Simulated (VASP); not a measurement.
Write the native input for VASP 6.6.1 that does the following.

| Quantity | Value |
| --- | --- |
| Task | single point |
| Functional | PBE |
| Potentials or basis | VASP PAW PBE potentials, release 64 (Li_sv, F) |
| Cutoff | 520 eV |
| k mesh | 9 × 9 × 6 |
| Occupations | gaussian, width 0.05 eV |
| Spin | no spin polarisation |
| Dipole correction | no |
| Further INCAR settings | ALGO = Normal; EDIFF = 1e-06; NBANDS = 18 |

The structure of LiF lies in POSCAR:

```
LiF
1.0
    3.2140071864      0.0000000000      0.0000000000
   -1.6070035932      2.7834118714      0.0000000000
    0.0000000000      0.0000000000      4.6368481678
Li F
2 2
Direct
    0.3333333333      0.6666666667      0.4320721835
    0.6666666667      0.3333333333      0.9320721835
    0.3333333333      0.6666666667      0.9939266766
    0.6666666667      0.3333333333      0.4939266766
```

This cell differs from its parent crystal: c/a of the conventional cell at fixed volume 1.4427.

One way to write it, as run:

INCAR

```
SYSTEM = LiF
PREC = Accurate
ENCUT = 520
EDIFF = 1E-6
ISMEAR = 0
SIGMA = 0.05
LREAL = .FALSE.
LASPH = .TRUE.
NELM = 60
ALGO = Normal
ISIF = 2
LWAVE = .FALSE.
LCHARG = .FALSE.
GGA = PE
NBANDS = 18
```

KPOINTS

```
Automatic mesh
0
G
  9 9 6
  0 0 0
```

Potentials or basis: VASP PAW PBE potentials, release 64 (Li_sv, F).

Launch:

```bash
$ cat potpaw_PBE.64/Li_sv/POTCAR potpaw_PBE.64/F/POTCAR > POTCAR
$ mpirun -np 1 vasp_std > vasp.out
```

Results of the run:

```yaml
Largest_force: 0.154 eV/Å
Band_gap_on_the_k_mesh: 7.31 eV, direct
```

Run time: 21 s on 1 thread of Intel(R) Xeon(R) Platinum 8488C (Sapphire Rapids) (shared host), peak memory 0.16 GiB.
